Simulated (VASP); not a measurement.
# SiC in VASP: single point with PBE

Aim: the single point of SiC with PBE.

Program: VASP 6.6.1. These are calculated values, not measurements. Logs are shortened: lines on timing, memory, paths and dates and some standing lists are left out, and cuts for length are marked.

### Step 1. The cell of the first run

The cell holds a slab with vacuum, 16 atoms: a = 3.094 Å, b = 3.094 Å, c = 35.354 Å, α = 90.00°, β = 90.00°, γ = 120.00°.

### Step 2. Single point, PBE

File INCAR:

```
PREC = Accurate
ENCUT = 520
EDIFF = 1E-7
ISMEAR = 0
SIGMA = 0.05
LREAL = Auto
LASPH = T
NELM = 100
ALGO = Normal
ISIF = 2
LWAVE = F
LCHARG = T
LDIPOL = T
IDIPOL = 3
DIPOL = 0.5 0.5 0.500
GGA = PE
LELF = T
LVHAR = T
LVACPOTAV = T
NBANDS = 46
```

File KPOINTS:

```
regular mesh
0
Gamma
  9 9 1
```

File POSCAR:

```
SiC
1.0
    3.0941201805      0.0000000000      0.0000000000
   -1.5470600902      2.6795866787      0.0000000000
    0.0000000000      0.0000000000     35.3539904611
Si C
8 8
Direct
    0.3333333333      0.6666666667      0.2404254764
    0.0000000000      0.0000000000      0.3120693168
    0.6666666667      0.3333333333      0.3836814295
    0.0000000000      0.0000000000      0.4553252699
    0.3333333333      0.6666666667      0.5270926698
    0.0000000000      0.0000000000      0.5987757813
    0.6666666667      0.3333333333      0.6705071556
    0.0000000000      0.0000000000      0.7438891307
    0.0000000000      0.0000000000      0.2583621595
    0.6666666667      0.3333333333      0.3298066642
    0.0000000000      0.0000000000      0.4016181126
    0.3333333333      0.6666666667      0.4730626173
    0.0000000000      0.0000000000      0.5448256741
    0.6666666667      0.3333333333      0.6161828921
    0.0000000000      0.0000000000      0.6872796618
    0.3333333333      0.6666666667      0.7540645949
```

Potentials or basis: VASP PAW PBE potentials, release 64 (Si, C).

Launch:

```sh
$ cat potpaw_PBE.64/Si/POTCAR potpaw_PBE.64/C/POTCAR > POTCAR
$ mpirun -np 1 vasp_std > vasp.out
```

OUTCAR:

```text
PREC = Accurate
   ENCUT = 520
   EDIFF = 1E-7
   ISMEAR = 0
   LREAL = Auto
   LASPH = T
   NELM = 100
   ISIF = 2
   GGA = PE

 ion  position               nearest neighbor table
   1  0.333  0.667  0.240-   9 1.90   9 1.90   9 1.90   2 3.10   2 3.10   2 3.10
   2  0.000  0.000  0.312-  10 1.89  10 1.89  10 1.89   9 1.90   3 3.10   3 3.10   3 3.10   1 3.10
                             1 3.10   1 3.10
   3  0.667  0.333  0.384-  11 1.90  11 1.90  11 1.90  10 1.90   2 3.10   2 3.10   2 3.10   4 3.10
                             4 3.10   4 3.10
   4  0.000  0.000  0.455-  12 1.89  12 1.89  12 1.89  11 1.90   3 3.10   3 3.10   3 3.10   5 3.10
                             5 3.10   5 3.10
   5  0.333  0.667  0.527-  13 1.89  13 1.89  13 1.89  12 1.91   6 3.10   6 3.10   6 3.10   4 3.10
                             4 3.10   4 3.10
   6  0.000  0.000  0.599-  14 1.89  14 1.89  14 1.89  13 1.91   5 3.10   5 3.10   5 3.10   7 3.10
                             7 3.10   7 3.10
   7  0.667  0.333  0.671-  15 1.88  15 1.88  15 1.88  14 1.92   6 3.10   6 3.10   6 3.10
   8  0.000  0.000  0.744-  16 1.82  16 1.82  16 1.82  15 2.00
   9  0.000  0.000  0.258-   1 1.90   1 1.90   1 1.90   2 1.90
  10  0.667  0.333  0.330-   2 1.89   2 1.89   2 1.89   3 1.90
  11  0.000  0.000  0.402-   3 1.90   3 1.90   3 1.90   4 1.90
  12  0.333  0.667  0.473-   4 1.89   4 1.89   4 1.89   5 1.91
  13  0.000  0.000  0.545-   5 1.89   5 1.89   5 1.89   6 1.91
  14  0.667  0.333  0.616-   6 1.89   6 1.89   6 1.89   7 1.92
  15  0.000  0.000  0.687-   7 1.88   7 1.88   7 1.88   8 2.00
  16  0.333  0.667  0.754-   8 1.82   8 1.82   8 1.82

  LATTYP: Found a hexagonal cell.
 ALAT       =     3.0941201805
 C/A-ratio  =    11.4261852800

  Lattice vectors:

 A1 = (   3.0941201805,   0.0000000000,   0.0000000000)
 A2 = (  -1.5470600902,   2.6795866787,   0.0000000000)
 A3 = (   0.0000000000,   0.0000000000,  35.3539904611)

Analysis of symmetry for initial positions (statically):
=====================================================================
 Subroutine PRICEL returns:
 Original cell was already a primitive cell.

 Routine SETGRP: Setting up the symmetry group for a
 hexagonal supercell.

 Subroutine GETGRP returns: Found  6 space group operations
 (whereof  6 operations were pure point group operations)
 out of a pool of 24 trial point group operations.

The static configuration has the point symmetry C_3v.

Analysis of symmetry for dynamics (positions and initial velocities):
=====================================================================
 Subroutine PRICEL returns:
 Original cell was already a primitive cell.

 Routine SETGRP: Setting up the symmetry group for a
 hexagonal supercell.

 Subroutine GETGRP returns: Found  6 space group operations
 (whereof  6 operations were pure point group operations)
 out of a pool of 24 trial point group operations.

The dynamic configuration has the point symmetry C_3v.

 Subroutine INISYM returns: Found  6 space group operations
 (whereof  6 operations are pure point group operations),
 and found     1 'primitive' translations

----------------------------------------------------------------------------------------

                                     Primitive cell

  volume of cell :     293.1186

  direct lattice vectors                    reciprocal lattice vectors
     3.094120181  0.000000000  0.000000000     0.323193652  0.186595942  0.000000000
    -1.547060090  2.679586679  0.000000000     0.000000000  0.373191884  0.000000000
     0.000000000  0.000000000 35.353990461     0.000000000  0.000000000  0.028285350

  length of vectors
     3.094120181  3.094120180 35.353990461     0.373191884  0.373191884  0.028285350

  position of ions in fractional coordinates (direct lattice)
     0.333333333  0.666666667  0.240425476
     0.000000000  0.000000000  0.312069317
     0.666666667  0.333333333  0.383681430
     0.000000000  0.000000000  0.455325270
     0.333333333  0.666666667  0.527092670
     0.000000000  0.000000000  0.598775781
[... 8 lines left out ...]
     0.000000000  0.000000000  0.687279662
     0.333333333  0.666666667  0.754064595

  ion indices of the primitive-cell ions
   primitive index   ion index
                 1           1
                 2           2
                 3           3
                 4           4
                 5           5
                 6           6
[... 8 lines left out ...]
                15          15
                16          16

----------------------------------------------------------------------------------------

 KPOINTS: regular mesh

Automatic generation of k-mesh.
 Grid dimensions read from file:
 generate k-points for:    9    9    1

 Generating k-lattice:

  Cartesian coordinates                     Fractional coordinates (reciprocal lattice)
     0.035910406  0.020732882  0.000000000     0.111111111  0.000000000  0.000000000
     0.000000000  0.041465765  0.000000000     0.000000000  0.111111111  0.000000000
     0.000000000  0.000000000  0.028285350     0.000000000  0.000000000  1.000000000

  Length of vectors
     0.041465765  0.041465765  0.028285350

  Shift w.r.t. Gamma in fractional coordinates (k-lattice)
     0.000000000  0.000000000  0.000000000

 Subroutine IBZKPT returns following result:
 ===========================================

 Found     12 irreducible k-points:

 Following reciprocal coordinates:
            Coordinates               Weight
  0.000000  0.000000  0.000000      1.000000
  0.111111 -0.000000  0.000000      6.000000
  0.222222 -0.000000  0.000000      6.000000
  0.333333 -0.000000  0.000000      6.000000
  0.444444 -0.000000  0.000000      6.000000
  0.111111  0.111111  0.000000      6.000000
  0.222222  0.111111  0.000000     12.000000
  0.333333  0.111111  0.000000     12.000000
  0.444444  0.111111  0.000000      6.000000
  0.222222  0.222222  0.000000      6.000000
  0.333333  0.222222  0.000000     12.000000
  0.333333  0.333333  0.000000      2.000000
   k-points           NKPTS =     12   k-points in BZ     NKDIM =     12   number of bands    NBANDS=     46
   number of dos      NEDOS =    301   number of ions     NIONS =     16
   total plane-waves  NPLWV = 155520
   dimension x,y,z NGX =    24 NGY =   24 NGZ =  270
   dimension x,y,z NGXF=    48 NGYF=   48 NGZF=  540
   ions per type =               8   8
   NGX,Y,Z   is equivalent  to a cutoff of  12.90, 12.90, 12.70 a.u.
   NGXF,Y,Z  is equivalent  to a cutoff of  25.79, 25.79, 25.39 a.u.
 SYSTEM =  unknown system
   PREC   = accura    normal or accurate (medium, high low for compatibility)
   ISTART =      0    job   : 0-new  1-cont  2-samecut
   ICHARG =      2    charge: 1-file 2-atom 10-const
   ISPIN  =      1    spin polarized calculation?
   LNONCOLLINEAR =      F non collinear calculations
   LSORBIT =      F    spin-orbit coupling
   LASPH  =      T    aspherical Exc in radial PAW
   ENCUT  =  520.0 eV  38.22 Ry    6.18 a.u.   5.75  5.75 65.73*2*pi/ulx,y,z
   NELM   =    100;   NELMIN=  2; NELMDL= -5     # of ELM steps
   EDIFF  = 0.1E-06   stopping-criterion for ELM
   LREAL  =      T    real-space projection
   EDIFFG = 0.1E-05   stopping-criterion for IOM
   NSW    =      0    number of steps for IOM
   IBRION =     -1    ionic relax: 0-MD 1-quasi-New 2-CG
   NFREE  =      0    steps in history (QN), initial steepest desc. (CG)
   ISIF   =      2    stress and relaxation
   ISYM   =      2    0-nonsym 1-usesym 2-fastsym
   POTIM  = 0.5000    time-step for ionic-motion
   TEBEG  =    0.0;   TEEND  =   0.0 temperature during run
   PSTRESS=    0.0 pullay stress
   NELECT =      64.0000    total number of electrons
   NUPDOWN=      -1.0000    fix difference up-down
   EMIN   =  10.00;   EMAX   =-10.00  energy-range for DOS
   EFERMI =   0.00;   METHOD = LEGACY
   ISMEAR =     0;   SIGMA  =   0.05  broadening in eV -4-tet -1-fermi 0-gaus
   EFERMI_NEDOS =   21; number of points for ismear=-14 and -15
   IALGO  =     38    algorithm
   IMIX   =      4    mixing-type and parameters
     AMIX     =   0.40;   BMIX     =  1.00
     AMIX_MAG =   1.60;   BMIX_MAG =  1.00
  volume/ion in A,a.u.               =      18.32       123.63
  Fermi-wavevector in a.u.,A,eV,Ry     =   0.985796  1.862884 13.222054  0.971794
  Thomas-Fermi vector in A             =   2.117129
   LORBIT       =      0    0 simple, 1 ext, 2 COOP (PROOUT), +10 PAW based schemes
   GGA     = PE    functional components
   LHFCALC =     F    Hartree Fock is set to
   AEXX    =    0.0000 exact exchange contribution
   IVDW    =     0    specifies the selected vdW correction
   LEPSILON=     F    determine dielectric tensor
   LRPA    =     F    only Hartree local field effects (RPA)
 non-spin polarized calculation
 Gauss-broadening in eV      SIGMA  =   0.05
  energy-cutoff  :      520.00
  volume of cell :      293.12
 maximum number of plane-waves:      7924
 NGX is ok and might be reduce to    24
   NGX = 11   NGY = 11   NGZ =131

 dipolmoment           0.000000      0.000000     -0.002343 electrons x Angstroem

 number of electron      64.0000001 magnetization

 dipolmoment           0.000000      0.000000      0.063236 electrons x Angstroem

 Free energy of the ion-electron system (eV)
  ---------------------------------------------------
  ext. energy  EPLUGINS =         0.00000000
  ---------------------------------------------------
  free energy    TOTEN  =      -116.46807783 eV

  energy without entropy =     -116.44614592  energy(sigma->0) =     -116.45711188

 E-fermi :   2.9313     XC(G=0):  -6.9465

 val. band max:        2.9291360617   @ k =   0.3333   0.1111   0.0000
 cond. band min:       2.9363945726   @ k =   0.2222  -0.0000   0.0000
 fundamental gap:      0.0072585110
 Fermi energy:         2.9313317996

 k-point     1 :       0.0000    0.0000    0.0000
  band No.  band energies     occupation
      1     -13.3209      2.00000
      2     -12.9644      2.00000
      3     -12.6124      2.00000
      4     -12.1647      2.00000
      5     -11.5859      2.00000
      6     -10.9712      2.00000
[... 36 lines left out ...]
     43       8.7965      0.00000
     44       8.7965      0.00000
[... 475 lines left out ...]
      3      -8.8820      2.00000
      4      -8.6531      2.00000
      5      -8.6198      2.00000
      6      -8.4421      2.00000
[... 36 lines left out ...]
     43       9.0436      0.00000
     44       9.2069      0.00000
 [bands above 44 left out]

------------------------ aborting loop because EDIFF is reached ----------------------------------------

  FORCE on cell =-STRESS in cart. coord.  units (eV):
  Direction    XX          YY          ZZ          XY          YZ          ZX
  --------------------------------------------------------------------------------------
  -------------------------------------------------------------------------------------
  Total        2.1410525      2.1410525     -0.2417430      0.0000000     -0.0000000     -0.0000000
  in kB       11.7029266     11.7029266     -1.3213597      0.0000000     -0.0000000     -0.0000000
  external PRESSURE =       7.3614978 kB  Pullay stress =       0.0000000 kB

 VOLUME and BASIS-vectors are now :
 -----------------------------------------------------------------------------
  energy-cutoff  :      520.00
  volume of cell :      293.12
      direct lattice vectors                 reciprocal lattice vectors
     3.094120181  0.000000000  0.000000000     0.323193652  0.186595942  0.000000000
    -1.547060090  2.679586679  0.000000000     0.000000000  0.373191884  0.000000000
     0.000000000  0.000000000 35.353990461     0.000000000  0.000000000  0.028285350

 POSITION                                       TOTAL-FORCE (eV/Angst)
 -----------------------------------------------------------------------------------
     -0.00000      1.78639      8.50000        -0.000000     -0.000000      0.925655
      0.00000      0.00000     11.03290        -0.000000     -0.000000      0.218848
      1.54706      0.89320     13.56467        -0.000000      0.000000      0.189075
      0.00000      0.00000     16.09757        -0.000000      0.000000      0.197933
     -0.00000      1.78639     18.63483        -0.000000      0.000000     -0.000327
      0.00000      0.00000     21.16911        -0.000000      0.000000     -0.003712
[... 8 lines left out ...]
      0.00000      0.00000     24.29808         0.000000      0.000000     -0.009614
     -0.00000      1.78639     26.65919        -0.000000      0.000000     -0.003314
 -----------------------------------------------------------------------------------
    total drift:                               -0.000000      0.000000     -0.001613

  FREE ENERGIE OF THE ION-ELECTRON SYSTEM (eV)
  ---------------------------------------------------
  free  energy   TOTEN  =      -116.4680778308 eV

  energy  without entropy=     -116.4461459222  energy(sigma->0) =     -116.45711188

 vacuum level on the upper side and lower side of the slab         8.522         7.141
```

Wall time 28 min (1 thread of Intel Xeon Platinum 8488C (Sapphire Rapids), shared host); peak memory 0.41 GiB.

Results:

```
Free energy            : -116.4681 eV
Largest force          : 1.033 eV/Å
Band gap on the k mesh : zero (band 32 reaches 3.01 eV, above the bottom of band 33 at 2.83 eV)
```

Forces on the atoms (eV/Å):
```
Si   0.000  0.000  0.926
Si   0.000  0.000  0.219
Si   0.000  0.000  0.189
Si   0.000  0.000  0.198
Si   0.000  0.000  0.000
Si   0.000  0.000 -0.004
Si   0.000  0.000  0.018
Si   0.000  0.000  0.001
C    0.000  0.000 -1.033
C    0.000  0.000 -0.213
C    0.000  0.000 -0.160
C    0.000  0.000 -0.118
C    0.000  0.000  0.002
C    0.000  0.000 -0.013
C    0.000  0.000 -0.010
C    0.000  0.000 -0.003
```
